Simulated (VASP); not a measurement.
# AgCl in VASP: further runs, part 2 of 2

VASP 6.6.1. Earlier steps stand in the parts before.

### Step 3. Single point, PBE

The input, INCAR:

```
ALGO = Normal
EDIFF = 1E-6
ENCUT = 520
GGA = PE
ISIF = 2
ISMEAR = 0
LASPH = True
LCHARG = False
LREAL = False
LWAVE = False
NBANDS = 26
NELM = 100
PREC = Accurate
SIGMA = 0.05
```

The input, KPOINTS:

```
k-points
0
Gamma
  8 8 8
```

The input, POSCAR:

```
AgCl
1.0
    3.7418194060      0.0000000000      0.0000000000
    0.0000000000      0.0000000000     -3.9240373500
   -1.8709097030      5.5565952358      0.0000000000
Ag Cl
2 2
Direct
    0.6034446000      0.2500000000      0.2068892000
    0.3965554000      0.7500000000      0.7931108000
    0.1345512700      0.7500000000      0.2691025400
    0.8654487300      0.2500000000      0.7308974600
```

Potentials or basis: VASP PAW PBE potentials, release 64 (Ag, Cl).

On the command line:

```console
$ cat potpaw_PBE.64/Ag/POTCAR potpaw_PBE.64/Cl/POTCAR > POTCAR
$ mpirun -np 1 vasp_std > vasp.out
```

OUTCAR:

```text
EDIFF = 1E-6
   ENCUT = 520
   GGA = PE
   ISIF = 2
   ISMEAR = 0
   LASPH = True
   LREAL = False
   NELM = 100
   PREC = Accurate

 ion  position               nearest neighbor table
   1  0.603  0.250  0.207-   3 2.73   3 2.73   3 2.73   3 2.73   4 2.91   2 3.02   2 3.02
   2  0.397  0.750  0.793-   4 2.73   4 2.73   4 2.73   4 2.73   3 2.91   1 3.02   1 3.02
   3  0.135  0.750  0.269-   1 2.73   1 2.73   1 2.73   1 2.73   2 2.91
   4  0.865  0.250  0.731-   2 2.73   2 2.73   2 2.73   2 2.73   1 2.91

  LATTYP: Found a base centered orthorhombic cell.
 ALAT       =     3.7418194060
 B/A-ratio  =     2.9699964819
 C/A-ratio  =     1.0486976853

  Lattice vectors:

 A1 = (  -1.8709097030,  -5.5565952358,   0.0000000000)
 A2 = (  -1.8709097030,   5.5565952358,   0.0000000000)
 A3 = (   0.0000000000,   0.0000000000,  -3.9240373500)

Analysis of symmetry for initial positions (statically):
=====================================================================
 Subroutine PRICEL returns:
 Original cell was already a primitive cell.

 Routine SETGRP: Setting up the symmetry group for a
 base centered orthorhombic supercell.

 Subroutine GETGRP returns: Found  8 space group operations
 (whereof  4 operations were pure point group operations)
 out of a pool of  8 trial point group operations.

The static configuration has the point symmetry C_2h.
 The point group associated with its full space group is D_2h.

Analysis of symmetry for dynamics (positions and initial velocities):
=====================================================================
 Subroutine PRICEL returns:
 Original cell was already a primitive cell.

 Routine SETGRP: Setting up the symmetry group for a
 base centered orthorhombic supercell.

 Subroutine GETGRP returns: Found  8 space group operations
 (whereof  4 operations were pure point group operations)
 out of a pool of  8 trial point group operations.

The dynamic configuration has the point symmetry C_2h.
 The point group associated with its full space group is D_2h.

 Subroutine INISYM returns: Found  8 space group operations
 (whereof  4 operations are pure point group operations),
 and found     1 'primitive' translations

----------------------------------------------------------------------------------------

                                     Primitive cell

  volume of cell :      81.5877

  direct lattice vectors                    reciprocal lattice vectors
     3.741819406  0.000000000  0.000000000     0.267249670  0.089983160  0.000000000
     0.000000000  0.000000000 -3.924037350     0.000000000  0.000000000 -0.254839572
    -1.870909703  5.556595236  0.000000000     0.000000000  0.179966321  0.000000000

  length of vectors
     3.741819406  3.924037350  5.863109562     0.281991764  0.254839572  0.179966321

  position of ions in fractional coordinates (direct lattice)
     0.603444600  0.250000000  0.206889200
     0.396555400  0.750000000  0.793110800
     0.134551270  0.750000000  0.269102540
     0.865448730  0.250000000  0.730897460

  ion indices of the primitive-cell ions
   primitive index   ion index
                 1           1
                 2           2
                 3           3
                 4           4

----------------------------------------------------------------------------------------

 KPOINTS: k-points

Automatic generation of k-mesh.
 Grid dimensions read from file:
 generate k-points for:    8    8    8

 Generating k-lattice:

  Cartesian coordinates                     Fractional coordinates (reciprocal lattice)
     0.033406209  0.011247895  0.000000000     0.125000000  0.000000000  0.000000000
     0.000000000  0.000000000 -0.031854947     0.000000000  0.125000000  0.000000000
     0.000000000  0.022495790  0.000000000     0.000000000  0.000000000  0.125000000

  Length of vectors
     0.035248971  0.031854947  0.022495790

  Shift w.r.t. Gamma in fractional coordinates (k-lattice)
     0.000000000  0.000000000  0.000000000

 Subroutine IBZKPT returns following result:
 ===========================================

 Found    105 irreducible k-points:

 Following reciprocal coordinates:
            Coordinates               Weight
  0.000000  0.000000  0.000000      1.000000
  0.125000  0.000000  0.000000      4.000000
  0.250000  0.000000  0.000000      4.000000
  0.375000  0.000000  0.000000      4.000000
  0.500000  0.000000  0.000000      2.000000
  0.000000  0.125000  0.000000      2.000000
[... 16 lines left out ...]
  0.250000  0.500000  0.000000      4.000000
  0.375000  0.500000  0.000000      4.000000
 [... further k-points ...]
   k-points           NKPTS =    105   k-points in BZ     NKDIM =    105   number of bands    NBANDS=     26
   number of dos      NEDOS =    301   number of ions     NIONS =      4
   total plane-waves  NPLWV =  40320
   dimension x,y,z NGX =    28 NGY =   30 NGZ =   48
   dimension x,y,z NGXF=    56 NGYF=   60 NGZF=   96
   ions per type =               2   2
   NGX,Y,Z   is equivalent  to a cutoff of  12.44, 12.71, 13.61 a.u.
   NGXF,Y,Z  is equivalent  to a cutoff of  24.88, 25.42, 27.22 a.u.
 SYSTEM =  unknown system
   PREC   = accura    normal or accurate (medium, high low for compatibility)
   ISTART =      0    job   : 0-new  1-cont  2-samecut
   ICHARG =      2    charge: 1-file 2-atom 10-const
   ISPIN  =      1    spin polarized calculation?
   LNONCOLLINEAR =      F non collinear calculations
   LSORBIT =      F    spin-orbit coupling
   LASPH  =      T    aspherical Exc in radial PAW
   ENCUT  =  520.0 eV  38.22 Ry    6.18 a.u.   6.96  7.30 10.90*2*pi/ulx,y,z
   NELM   =    100;   NELMIN=  2; NELMDL= -5     # of ELM steps
   EDIFF  = 0.1E-05   stopping-criterion for ELM
   LREAL  =      F    real-space projection
   EDIFFG = 0.1E-04   stopping-criterion for IOM
   NSW    =      0    number of steps for IOM
   IBRION =     -1    ionic relax: 0-MD 1-quasi-New 2-CG
   NFREE  =      0    steps in history (QN), initial steepest desc. (CG)
   ISIF   =      2    stress and relaxation
   ISYM   =      2    0-nonsym 1-usesym 2-fastsym
   POTIM  = 0.5000    time-step for ionic-motion
   TEBEG  =    0.0;   TEEND  =   0.0 temperature during run
   PSTRESS=    0.0 pullay stress
   NELECT =      36.0000    total number of electrons
   NUPDOWN=      -1.0000    fix difference up-down
   EMIN   =  10.00;   EMAX   =-10.00  energy-range for DOS
   EFERMI =   0.00;   METHOD = LEGACY
   ISMEAR =     0;   SIGMA  =   0.05  broadening in eV -4-tet -1-fermi 0-gaus
   EFERMI_NEDOS =   21; number of points for ismear=-14 and -15
   IALGO  =     38    algorithm
   IMIX   =      4    mixing-type and parameters
     AMIX     =   0.40;   BMIX     =  1.00
     AMIX_MAG =   1.60;   BMIX_MAG =  1.00
  volume/ion in A,a.u.               =      20.40       137.65
  Fermi-wavevector in a.u.,A,eV,Ry     =   1.246333  2.355228 21.134554  1.553346
  Thomas-Fermi vector in A             =   2.380515
   LORBIT       =      0    0 simple, 1 ext, 2 COOP (PROOUT), +10 PAW based schemes
   GGA     = PE    functional components
   LHFCALC =     F    Hartree Fock is set to
   AEXX    =    0.0000 exact exchange contribution
   IVDW    =     0    specifies the selected vdW correction
   LEPSILON=     F    determine dielectric tensor
   LRPA    =     F    only Hartree local field effects (RPA)
 non-spin polarized calculation
 Gauss-broadening in eV      SIGMA  =   0.05
  energy-cutoff  :      520.00
  volume of cell :       81.59
 maximum number of plane-waves:      2225
   NGX = 13   NGY = 15   NGZ = 21

 number of electron      35.9999999 magnetization

 Free energy of the ion-electron system (eV)
  ---------------------------------------------------
  ext. energy  EPLUGINS =         0.00000000
  ---------------------------------------------------
  free energy    TOTEN  =       -10.64725389 eV

  energy without entropy =      -10.64725389  energy(sigma->0) =      -10.64725389

 E-fermi :   4.4735     XC(G=0): -10.2525

 val. band max:        4.2634940945   @ k =   0.5000   0.0000   0.2500
 cond. band min:       4.7233020853   @ k =   0.0000   0.0000   0.0000
 fundamental gap:      0.4598079908
 Fermi energy:         4.4735487503

 k-point     1 :       0.0000    0.0000    0.0000
  band No.  band energies     occupation
      1     -10.9175      2.00000
      2     -10.3129      2.00000
      3      -0.2705      2.00000
      4       0.8016      2.00000
      5       1.0086      2.00000
      6       1.1346      2.00000
[... 18 lines left out ...]
     25      14.4251      0.00000
     26      15.3050      0.00000
[... 644 lines left out ...]
      4      -0.2791      2.00000
      5       0.3877      2.00000
      6       0.3877      2.00000
[... 18 lines left out ...]
     25      13.4392      0.00000
     26      13.4392      0.00000

 [... further k-points ...]
[... 5 lines left out ...]
  --------------------------------------------------------------------------------------
  -------------------------------------------------------------------------------------
  Total        0.7644743      0.8482888      0.7587064      0.0000000      0.0000000      0.0000000
  in kB       15.0123532     16.6582581     14.8990847      0.0000000      0.0000000      0.0000000
  external PRESSURE =      15.5232320 kB  Pullay stress =       0.0000000 kB

 VOLUME and BASIS-vectors are now :
 -----------------------------------------------------------------------------
  energy-cutoff  :      520.00
  volume of cell :       81.59
      direct lattice vectors                 reciprocal lattice vectors
     3.741819406  0.000000000  0.000000000     0.267249670  0.089983160  0.000000000
     0.000000000  0.000000000 -3.924037350     0.000000000  0.000000000 -0.254839572
    -1.870909703  5.556595236  0.000000000     0.000000000  0.179966321  0.000000000

 POSITION                                       TOTAL-FORCE (eV/Angst)
 -----------------------------------------------------------------------------------
      1.87091      1.14960     -0.98101         0.000000      0.014165     -0.000000
     -0.00000      4.40700     -2.94303        -0.000000     -0.014165     -0.000000
      0.00000      1.49529     -2.94303         0.000000      0.002429     -0.000000
      1.87091      4.06130     -0.98101        -0.000000     -0.002429      0.000000
 -----------------------------------------------------------------------------------
    total drift:                               -0.000000      0.000000     -0.000000

  FREE ENERGIE OF THE ION-ELECTRON SYSTEM (eV)
  ---------------------------------------------------
  free  energy   TOTEN  =       -10.6472538874 eV

  energy  without entropy=      -10.6472538874  energy(sigma->0) =      -10.64725389
```

Wall time 4.1 min (1 thread of Intel Xeon 8259CL, shared host); peak memory 0.32 GiB.

Results:

| Property | Result |
| --- | --- |
| Free energy | -10.6473 eV |
| Pressure | 1.6 GPa |
| Largest force | 0.014 eV/Å |
| Band gap on the k mesh | 0.46 eV (least direct gap 1.96 eV) |

Forces on the atoms (eV/Å):
```
Ag   0.000  0.014  0.000
Ag   0.000 -0.014  0.000
Cl   0.000  0.002  0.000
Cl   0.000 -0.002  0.000
```

Stress tensor (GPa, compression positive):
```
1.50 0.00 0.00
0.00 1.67 0.00
0.00 0.00 1.49
```

Caveat: semilocal functionals underestimate gaps, and a narrow one can read as zero.
